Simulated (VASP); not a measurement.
# Si62P (a cell with a defect) in VASP: a series of runs

Runs on Si62P (a cell with a defect). Level: PBE. Tasks: single point.

All numbers are computed with VASP 6.6.1; they aren't measurements. Logs are shortened: lines on timing, memory, paths and dates and some standing lists are left out, and cuts for length are marked.

### 1 The cell of the first run

The cell holds a defect, 63 atoms: a = 10.860 Å, b = 10.860 Å, c = 10.860 Å, α = 90.00°, β = 90.00°, γ = 90.00°.

### 2 Single point, PBE

Contents of INCAR:

```
ALGO = Normal
EDIFF = 1E-6
ENCUT = 520
GGA = PE
ISIF = 2
ISMEAR = 0
LASPH = True
LCHARG = True
LELF = True
LREAL = Auto
LVHAR = True
LWAVE = False
NBANDS = 164
NELECT = 252.0
NELM = 100
PREC = Accurate
SIGMA = 0.05
```

Contents of KPOINTS:

```
k-points
0
Gamma
  1 1 1
```

Contents of POSCAR:

```
Si62P
1.0
   10.8600000000      0.0000000000      0.0000000000
    0.0000000000     10.8600000000      0.0000000000
    0.0000000000      0.0000000000     10.8600000000
Si P
62 1
Direct
    0.4998942910      0.0007365562     -0.0003917127
    0.6233186924      0.1245265193      0.1269697974
    0.7493553407      0.2494564457      0.0002094843
    0.8747539595      0.3758227440      0.1243373849
    0.7472840700      0.0008704420      0.2532498158
    0.8752960405      0.1259500000      0.3744338858
   -0.0010007366      0.0000150092     -0.0004291897
    0.1253338858      0.1257257827      0.1254744015
    0.2497559853      0.2502816759      0.0001538674
    0.3749568140      0.3706289134      0.1291576427
    0.4988744015      0.4972847145      0.0029333333
    0.6251818600      0.6272040516      0.1259778085
    0.7492256906      0.7512945672     -0.0005932781
    0.8742340700      0.8733733886      0.1267522099
    0.2545244015      0.0082568140      0.2545289134
    0.4959418969      0.2444199816      0.2565912523
    0.6238051565      0.3750530387      0.3748658379
    0.7493892265      0.5012114180      0.2492683241
    0.8760708103      0.6247859116      0.3749500921
    0.6226387661      0.1224016575      0.6210904236
    0.7482339779      0.2492316759      0.4983074586
    0.8757183241      0.3735908840      0.6271149171
    0.7463668508      0.0007732965      0.7463015654
    0.8740627993      0.1245431860      0.8735860958
   -0.0002008287      0.5008569061     -0.0007108656
    0.1254696133      0.6246360958      0.1253973297
    0.2501007366      0.7512911602      0.0013646409
    0.3745105893      0.8791172192      0.1269901473
   -0.0005749540      0.2509994475      0.2486844383
    0.1272073665      0.3723579190      0.3740874770
    0.2499228361      0.4992919890      0.2496351750
    0.3747785451      0.6247885820      0.3743582873
    0.4978232044      0.7543288214      0.2528965009
    0.6237825967      0.8763212707      0.3806700737
   -0.0006653775      0.0005225599      0.4996980663
    0.1280975138      0.1241780847      0.6215475138
    0.2559220074      0.2449313076      0.4931418969
    0.3745321363      0.3741636280      0.6219125230
    0.5000460405      0.5008387661      0.4997559853
    0.6254397790      0.6241705341      0.6253481584
    0.7488310313      0.7506660221      0.5003393186
    0.8741283610      0.8758584715      0.6243982505
    0.2532813996      0.0009285451      0.7472295580
    0.3751181400      0.1257803867      0.8748825967
    0.4981316759      0.2484583794      0.7462934622
    0.6260600368      0.3738083794      0.8744827808
    0.7503281768      0.4998086556      0.7500548803
    0.8750858195      0.6256320442      0.8751177716
    0.0016676796      0.7511071823      0.2508303867
    0.1273773481      0.8790126151      0.3750770718
    0.0010391344      0.4986132597      0.4991511050
    0.1255214549      0.6262389503      0.6258135359
    0.2521928177      0.7525713628      0.4980381215
    0.3777452118      0.8704525783      0.6282711786
    0.0020293738      0.2484497238      0.7491578269
    0.1253428177      0.3748957643      0.8752662983
    0.2495580110      0.4996802947      0.7489982505
    0.3738716390      0.6222640884      0.8781349908
    0.5006617864      0.7475125230      0.7520842541
    0.6245328729      0.8759494475      0.8745802947
   -0.0009374770      0.7512365562      0.7490329650
    0.1260695212      0.8738199816      0.8739977901
    0.3871938306      0.1138336096      0.3866308471
```

Potentials or basis: VASP PAW PBE potentials, release 64 (Si, P).

The run is started by

```bash
$ cat potpaw_PBE.64/Si/POTCAR potpaw_PBE.64/P/POTCAR > POTCAR
$ mpirun -np 1 vasp_gam > vasp.out
```

OUTCAR:

```text
EDIFF = 1E-6
   ENCUT = 520
   GGA = PE
   ISIF = 2
   ISMEAR = 0
   LASPH = True
   LREAL = Auto
   NELECT = 252.0
   NELM = 100
   PREC = Accurate

 ion  position               nearest neighbor table
   1  0.500  0.001  1.000-  28 2.35  60 2.35  44 2.35   2 2.35
   2  0.623  0.125  0.127-   5 2.34   1 2.35  16 2.36   3 2.37
   3  0.749  0.249  0.000-  46 2.34   4 2.36  24 2.36   2 2.37
   4  0.875  0.376  0.124-  29 2.34  25 2.35  18 2.36   3 2.36
   5  0.747  0.001  0.253-   2 2.34   6 2.35  34 2.35  14 2.39
   6  0.875  0.126  0.374-  21 2.35   5 2.35  35 2.35  29 2.35
[... 11 lines left out ...]
  18  0.749  0.501  0.249-  12 2.34   4 2.36  19 2.36  17 2.37
  19  0.876  0.625  0.375-  51 2.35  18 2.36  49 2.36  41 2.37
  20  0.623  0.122  0.621-  23 2.32  21 2.35  45 2.36
  21  0.748  0.249  0.498-  17 2.34   6 2.35  20 2.35  22 2.39
  22  0.876  0.374  0.627-  55 2.34  47 2.35  51 2.37  21 2.39
[... 29 lines left out ...]
  52  0.126  0.626  0.626-  57 2.34  61 2.35  51 2.38  53 2.39
  53  0.252  0.753  0.498-  54 2.34  32 2.35  50 2.35  52 2.39
  54  0.378  0.870  0.628-  59 2.32  53 2.34  43 2.35
  55  0.002  0.248  0.749-  22 2.34  56 2.36  24 2.36  36 2.37
  56  0.125  0.375  0.875-   9 2.34  57 2.35  25 2.35  55 2.36
  57  0.250  0.500  0.749-  52 2.34  56 2.35  58 2.36  38 2.37
  58  0.374  0.622  0.878-  11 2.35  27 2.36  57 2.36  59 2.37
  59  0.501  0.748  0.752-  54 2.32  40 2.35  60 2.35  58 2.37
  60  0.625  0.876  0.875-  13 2.35   1 2.35  59 2.35  23 2.35
  61  0.999  0.751  0.749-  42 2.35  62 2.35  52 2.35  48 2.36
  62  0.126  0.874  0.874-  27 2.34  61 2.35   7 2.38  43 2.39
  63  0.387  0.114  0.387-  37 2.32  16 2.32  15 2.33

  LATTYP: Found a simple cubic cell.
 ALAT       =    10.8600000000

  Lattice vectors:

 A1 = (  10.8600000000,   0.0000000000,   0.0000000000)
 A2 = (   0.0000000000,  10.8600000000,   0.0000000000)
 A3 = (   0.0000000000,   0.0000000000,  10.8600000000)

Analysis of symmetry for initial positions (statically):
=====================================================================
 Subroutine PRICEL returns:
 Original cell was already a primitive cell.

 Routine SETGRP: Setting up the symmetry group for a
 simple cubic supercell.

 Subroutine GETGRP returns: Found  1 space group operations
 (whereof  1 operations were pure point group operations)
 out of a pool of 48 trial point group operations.

The static configuration has the point symmetry C_1 .

Analysis of symmetry for dynamics (positions and initial velocities):
=====================================================================
 Subroutine PRICEL returns:
 Original cell was already a primitive cell.

 Routine SETGRP: Setting up the symmetry group for a
 simple cubic supercell.

 Subroutine GETGRP returns: Found  1 space group operations
 (whereof  1 operations were pure point group operations)
 out of a pool of 48 trial point group operations.

The dynamic configuration has the point symmetry C_1 .

 Subroutine INISYM returns: Found  1 space group operations
 (whereof  1 operations are pure point group operations),
 and found     1 'primitive' translations

----------------------------------------------------------------------------------------

                                     Primitive cell

  volume of cell :    1280.8241

  direct lattice vectors                    reciprocal lattice vectors
    10.860000000  0.000000000  0.000000000     0.092081031  0.000000000  0.000000000
     0.000000000 10.860000000  0.000000000     0.000000000  0.092081031  0.000000000
     0.000000000  0.000000000 10.860000000     0.000000000  0.000000000  0.092081031

  length of vectors
    10.860000000 10.860000000 10.860000000     0.092081031  0.092081031  0.092081031

  position of ions in fractional coordinates (direct lattice)
     0.499894291  0.000736556  0.999608287
     0.623318692  0.124526519  0.126969797
     0.749355341  0.249456446  0.000209484
     0.874753959  0.375822744  0.124337385
     0.747284070  0.000870442  0.253249816
     0.875296040  0.125950000  0.374433886
[... 55 lines left out ...]
     0.126069521  0.873819982  0.873997790
     0.387193831  0.113833610  0.386630847

  ion indices of the primitive-cell ions
   primitive index   ion index
                 1           1
                 2           2
                 3           3
                 4           4
                 5           5
                 6           6
[... 55 lines left out ...]
                62          62
                63          63

----------------------------------------------------------------------------------------

 KPOINTS: k-points

Automatic generation of k-mesh.
 Grid dimensions read from file:
 generate k-points for:    1    1    1

 Generating k-lattice:

  Cartesian coordinates                     Fractional coordinates (reciprocal lattice)
     0.092081031  0.000000000  0.000000000     1.000000000  0.000000000  0.000000000
     0.000000000  0.092081031  0.000000000     0.000000000  1.000000000  0.000000000
     0.000000000  0.000000000  0.092081031     0.000000000  0.000000000  1.000000000

  Length of vectors
     0.092081031  0.092081031  0.092081031

  Shift w.r.t. Gamma in fractional coordinates (k-lattice)
     0.000000000  0.000000000  0.000000000

 Subroutine IBZKPT returns following result:
 ===========================================

 Found      1 irreducible k-points:

 Following reciprocal coordinates:
            Coordinates               Weight
  0.000000  0.000000  0.000000      1.000000
   k-points           NKPTS =      1   k-points in BZ     NKDIM =      1   number of bands    NBANDS=    164
   number of dos      NEDOS =    301   number of ions     NIONS =     63
   total plane-waves  NPLWV = 592704
   dimension x,y,z NGX =    84 NGY =   84 NGZ =   84
   dimension x,y,z NGXF=   168 NGYF=  168 NGZF=  168
   ions per type =              62   1
   NGX,Y,Z   is equivalent  to a cutoff of  12.86, 12.86, 12.86 a.u.
   NGXF,Y,Z  is equivalent  to a cutoff of  25.72, 25.72, 25.72 a.u.
 SYSTEM =  unknown system
   PREC   = accura    normal or accurate (medium, high low for compatibility)
   ISTART =      0    job   : 0-new  1-cont  2-samecut
   ICHARG =      2    charge: 1-file 2-atom 10-const
   ISPIN  =      1    spin polarized calculation?
   LNONCOLLINEAR =      F non collinear calculations
   LSORBIT =      F    spin-orbit coupling
   LASPH  =      T    aspherical Exc in radial PAW
   ENCUT  =  520.0 eV  38.22 Ry    6.18 a.u.  20.19 20.19 20.19*2*pi/ulx,y,z
   NELM   =    100;   NELMIN=  2; NELMDL= -5     # of ELM steps
   EDIFF  = 0.1E-05   stopping-criterion for ELM
   LREAL  =      T    real-space projection
   EDIFFG = 0.1E-04   stopping-criterion for IOM
   NSW    =      0    number of steps for IOM
   IBRION =     -1    ionic relax: 0-MD 1-quasi-New 2-CG
   NFREE  =      0    steps in history (QN), initial steepest desc. (CG)
   ISIF   =      2    stress and relaxation
   ISYM   =      2    0-nonsym 1-usesym 2-fastsym
   POTIM  = 0.5000    time-step for ionic-motion
   TEBEG  =    0.0;   TEEND  =   0.0 temperature during run
   PSTRESS=    0.0 pullay stress
   NELECT =     252.0000    total number of electrons
   NUPDOWN=      -1.0000    fix difference up-down
   EMIN   =  10.00;   EMAX   =-10.00  energy-range for DOS
   EFERMI =   0.00;   METHOD = LEGACY
   ISMEAR =     0;   SIGMA  =   0.05  broadening in eV -4-tet -1-fermi 0-gaus
   EFERMI_NEDOS =   21; number of points for ismear=-14 and -15
   IALGO  =     38    algorithm
   IMIX   =      4    mixing-type and parameters
     AMIX     =   0.40;   BMIX     =  1.00
     AMIX_MAG =   1.60;   BMIX_MAG =  1.00
  volume/ion in A,a.u.               =      20.33       137.20
  Fermi-wavevector in a.u.,A,eV,Ry     =   0.952164  1.799329 12.335269  0.906617
  Thomas-Fermi vector in A             =   2.080702
   LORBIT       =      0    0 simple, 1 ext, 2 COOP (PROOUT), +10 PAW based schemes
   GGA     = PE    functional components
   LHFCALC =     F    Hartree Fock is set to
   AEXX    =    0.0000 exact exchange contribution
   IVDW    =     0    specifies the selected vdW correction
   LEPSILON=     F    determine dielectric tensor
   LRPA    =     F    only Hartree local field effects (RPA)
 non-spin polarized calculation
 Gauss-broadening in eV      SIGMA  =   0.05
  energy-cutoff  :      520.00
  volume of cell :     1280.82
 maximum number of plane-waves:     17229
 NGX is ok and might be reduce to    84
   NGX = 41   NGY = 41   NGZ = 41

 number of electron     251.9999991 magnetization

 Free energy of the ion-electron system (eV)
  ---------------------------------------------------
  ext. energy  EPLUGINS =         0.00000000
  ---------------------------------------------------
  free energy    TOTEN  =      -339.02556351 eV

  energy without entropy =     -339.02556351  energy(sigma->0) =     -339.02556351

 E-fermi :   6.0552     XC(G=0):  -9.3162

 val. band max:        5.8294828856   @ k =   0.0000   0.0000   0.0000
 cond. band min:       6.2792841202   @ k =   0.0000   0.0000   0.0000
 fundamental gap:      0.4498012347
 Fermi energy:         6.0552080237

 k-point     1 :       0.0000    0.0000    0.0000
  band No.  band energies     occupation
      1      -6.3007      2.00000
      2      -5.7033      2.00000
      3      -5.1439      2.00000
      4      -5.1395      2.00000
      5      -5.1385      2.00000
      6      -5.1360      2.00000
[... 130 lines left out ...]
    137       6.8647      0.00000
    138       6.9664      0.00000
 [bands above 138 left out]

------------------------ aborting loop because EDIFF is reached ----------------------------------------

  FORCE on cell =-STRESS in cart. coord.  units (eV):
  Direction    XX          YY          ZZ          XY          YZ          ZX
  --------------------------------------------------------------------------------------
  -------------------------------------------------------------------------------------
  Total        5.1267686      5.3226597      4.9018861     -4.9700407     -5.5419175      4.7595666
  in kB        6.4130529      6.6580922      6.1317484     -6.2170027     -6.9323609      5.9537215
  external PRESSURE =       6.4009645 kB  Pullay stress =       0.0000000 kB

 VOLUME and BASIS-vectors are now :
 -----------------------------------------------------------------------------
  energy-cutoff  :      520.00
  volume of cell :     1280.82
      direct lattice vectors                 reciprocal lattice vectors
    10.860000000  0.000000000  0.000000000     0.092081031  0.000000000  0.000000000
     0.000000000 10.860000000  0.000000000     0.000000000  0.092081031  0.000000000
     0.000000000  0.000000000 10.860000000     0.000000000  0.000000000  0.092081031

 POSITION                                       TOTAL-FORCE (eV/Angst)
 -----------------------------------------------------------------------------------
      5.42885      0.00800     10.85575         0.000759     -0.001489     -0.002526
      6.76924      1.35236      1.37889        -0.025746     -0.006567      0.017099
      8.13800      2.70910      0.00227        -0.010410     -0.016692      0.018661
      9.49983      4.08143      1.35030        -0.011560      0.001051     -0.001425
      8.11551      0.00945      2.75029        -0.009268      0.003943      0.016055
      9.50571      1.36782      4.06635         0.005615     -0.002324      0.000111
[... 55 lines left out ...]
      1.36912      9.48969      9.49162         0.015215     -0.000847      0.011424
      4.20493      1.23623      4.19881        -0.261415      0.141522     -0.212810
 -----------------------------------------------------------------------------------
    total drift:                               -0.007941      0.008065     -0.009555

  FREE ENERGIE OF THE ION-ELECTRON SYSTEM (eV)
  ---------------------------------------------------
  free  energy   TOTEN  =      -339.0255635090 eV

  energy  without entropy=     -339.0255635089  energy(sigma->0) =     -339.02556351
```

Run time: 9.5 min. Hardware: 1 thread of Oxide Virtual Turin-like, shared host; peak memory 0.98 GiB.

What came out:

```
Free energy   : -339.0256 eV
Largest force : 0.366 eV/Å
```

Forces on the atoms (eV/Å):
```
Si   0.001 -0.001 -0.003
Si  -0.026 -0.007  0.017
Si  -0.010 -0.017  0.019
Si  -0.012  0.001 -0.001
Si  -0.009  0.004  0.016
Si   0.006 -0.002  0.000
Si   0.030  0.001  0.021
Si   0.000  0.025 -0.003
Si  -0.012  0.012 -0.020
Si  -0.028  0.069 -0.068
Si   0.018  0.028 -0.035
Si   0.007 -0.012  0.025
Si   0.018 -0.019  0.031
Si   0.003  0.006  0.016
Si  -0.025  0.023 -0.029
Si  -0.077  0.052 -0.076
Si  -0.040 -0.038  0.008
Si  -0.012 -0.035  0.027
Si   0.006 -0.013 -0.004
Si   0.083 -0.066  0.093
Si  -0.023 -0.041  0.004
Si  -0.014 -0.022 -0.013
Si   0.077 -0.046  0.076
Si   0.037  0.007  0.043
Si   0.000 -0.002  0.003
Si  -0.011  0.014 -0.005
Si   0.020 -0.001  0.005
Si   0.010  0.004  0.008
Si  -0.009  0.003 -0.002
Si  -0.037  0.044 -0.016
Si  -0.006  0.021 -0.008
Si   0.000  0.007  0.004
Si   0.012  0.006  0.014
Si   0.049 -0.047  0.029
Si   0.005  0.001 -0.003
Si  -0.004  0.003  0.004
Si  -0.070  0.054 -0.031
Si   0.012 -0.017 -0.011
Si   0.000  0.005 -0.002
Si   0.014 -0.024  0.015
Si   0.043 -0.033  0.033
Si   0.040 -0.014  0.013
Si   0.005  0.004 -0.005
Si  -0.002 -0.006  0.003
Si   0.006 -0.033 -0.015
Si  -0.003 -0.026 -0.003
Si   0.011 -0.027  0.010
Si  -0.001 -0.010  0.001
Si   0.003  0.003  0.010
Si   0.009  0.003 -0.001
Si  -0.009  0.011  0.010
Si   0.023 -0.007  0.006
Si   0.012  0.011  0.005
Si   0.038  0.018 -0.008
Si  -0.004 -0.004 -0.006
Si  -0.014  0.005 -0.015
Si   0.023 -0.014 -0.005
Si   0.006  0.023 -0.026
Si   0.032  0.010 -0.004
Si   0.017 -0.019  0.033
Si   0.030 -0.017  0.018
Si   0.015 -0.001  0.011
P   -0.261  0.142 -0.213
```

Levels at points of the mesh, in eV from the Fermi level:
```tsv
k point	band 122	band 123	band 124	band 125	band 126	band 127	band 128	band 129	band 130	band 131
(0.00, 0.00, 0.00)	-1.51	-0.94	-0.63	-0.63	-0.23	0.22	0.23	0.40	0.41	0.41
```

Caveat: the k points lie up to 0.58 Å⁻¹ apart; the cell carries a net charge on a neutralising background, which shifts energy and pressure; the cell is charged against a uniform background, so pressure and absolute levels hang on convention.

(Part 1 of 2 ends here.)
